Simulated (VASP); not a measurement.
Here is a VASP 6.6.1 calculation.

The input POSCAR:

```
Sn
1.0
    0.0000000000      3.4078800000      3.2456000000
    3.0833200000      0.0000000000      3.2456000000
    3.0833200000      3.4078800000      0.0000000000
Sn
2
Direct
    0.5000000000      0.5000000000      0.5000000000
    0.7500000000      0.7500000000      0.7500000000
```

File INCAR.step1:

```
SYSTEM = Sn
PREC = Accurate ; ENCUT = 520
ISMEAR = 0 ; SIGMA = 0.15
LREAL = .FALSE. ; LASPH = .TRUE.
NELM = 60 ; NBANDS = 21
GGA = PE ; ALGO = Normal
EDIFF = 1E-4 ; LWAVE = .TRUE.
LCHARG = .FALSE.
```

File INCAR.step2:

```
SYSTEM = Sn
PREC = Accurate ; ENCUT = 520
EDIFF = 1E-6 ; ISMEAR = 0
SIGMA = 0.15 ; LREAL = .FALSE.
LASPH = .TRUE. ; NELM = 60
ALGO = Normal ; ISIF = 2
LWAVE = .FALSE. ; LCHARG = .TRUE.
METAGGA = R2SCAN ; LMIXTAU = .TRUE.
LELF = .TRUE. ; LVHAR = .TRUE.
NBANDS = 21 ; ISTART = 1
```

File KPOINTS:

```
regular mesh
0
G
  12 12 12
  0 0 0
```

Potentials or basis: VASP PAW PBE potentials, release 64 (Sn_d).

Run with:

```bash
$ cat potpaw_PBE.64/Sn_d/POTCAR > POTCAR
$ cp INCAR.step1 INCAR
$ mpirun -np 1 vasp_std > vasp.out
$ cp INCAR.step2 INCAR
$ mpirun -np 1 vasp_std > vasp.out
```

**Question.** Estimate the pressure.

**Answer.** 1.6 GPa.

**Question.** Estimate the band gap on the k mesh.

**Answer.** Zero (bands 14 and 15 overlap by 0.01 eV).

Stress tensor (GPa, compression positive):
```
 3.26  0.00  0.00
 0.00 -0.25  0.00
 0.00  0.00  1.94
```

Caveat: the cell differs from its parent crystal (strain -0.0500 x Voigt [1, -1, 0, 0, 0, 0]); the PAW data sets were made with another functional, which shifts forces and pressure a little; spin-orbit coupling is left out, which moves the levels of the heavy elements.
